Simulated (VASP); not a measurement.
Here is a VASP 6.6.1 calculation.

POSCAR

```
BN
1.0
    2.5439499968      0.0000000000      0.0000000000
   -1.2719749984      2.2031253232      0.0000000000
    0.0000000000      0.0000000000      4.2078153299
B N
2 2
Direct
    0.3333333333      0.6666666667      0.0002034648
    0.6666666667      0.3333333333      0.5002034648
    0.3333333333      0.6666666667      0.3747965352
    0.6666666667      0.3333333333      0.8747965352
```

The input INCAR.step1:

```
ALGO = Normal ; EDIFF = 1E-8
ENCUT = 500 ; GGA = PE
ISMEAR = 0 ; LASPH = True
LCHARG = False ; LREAL = False
LWAVE = True ; NELM = 60
PREC = Accurate ; SIGMA = 0.01
```

The input INCAR.step2:

```
ALGO = Exact ; EDIFF = 1E-8
ENCUT = 500 ; GGA = PE
ISMEAR = 0 ; ISTART = 1
LASPH = True ; LCHARG = False
LOPTICS = True ; LREAL = False
LWAVE = True ; NBANDS = 46
NELM = 1 ; PREC = Accurate
SIGMA = 0.01
```

File INCAR.step3:

```
ALGO = EVGW0 ; EDIFF = 1E-8
ENCUT = 500 ; ENCUTGW = 80.0
GGA = PE ; ISMEAR = 0
ISTART = 1 ; LASPH = True
LCHARG = False ; LREAL = False
LWAVE = False ; NBANDS = 46
NBANDSGW = 16 ; NELMGW = 1
NOMEGA = 96 ; OMEGAMAX = 20
PREC = Accurate ; PRECFOCK = Fast
SIGMA = 0.01
```

Contents of KPOINTS:

```
k-points
0
Gamma
  9 9 4
```

Potentials or basis: VASP PAW PBE potentials, release 64 (B_GW, N_GW).

Run with:

```bash
$ cat potpaw_PBE.64/B_GW/POTCAR potpaw_PBE.64/N_GW/POTCAR > POTCAR
$ cp INCAR.step1 INCAR
$ mpirun -np 1 vasp_std > vasp.out
$ cp INCAR.step2 INCAR
$ mpirun -np 1 vasp_std > vasp.out
$ cp INCAR.step3 INCAR
$ mpirun -np 1 vasp_std > vasp.out
```

Problem. What does it give for the quasiparticle gap?

Solution. 6.36 eV.

Problem. Estimate the least direct quasiparticle gap.

Solution. 10.05 eV.

Problem. Estimate the least direct gap of the starting levels on the mesh.

Solution. 8.29 eV.

Problem. What does it give for the band gap of the starting levels on the mesh?

Solution. 5.19 eV.

Caveat: the k points lie up to 0.37 Å⁻¹ apart; bands, screening cutoff and mesh are small and nothing is extrapolated, so the quasiparticle values aren't converged; the structure was generated, so it needn't be the stable form of BN.
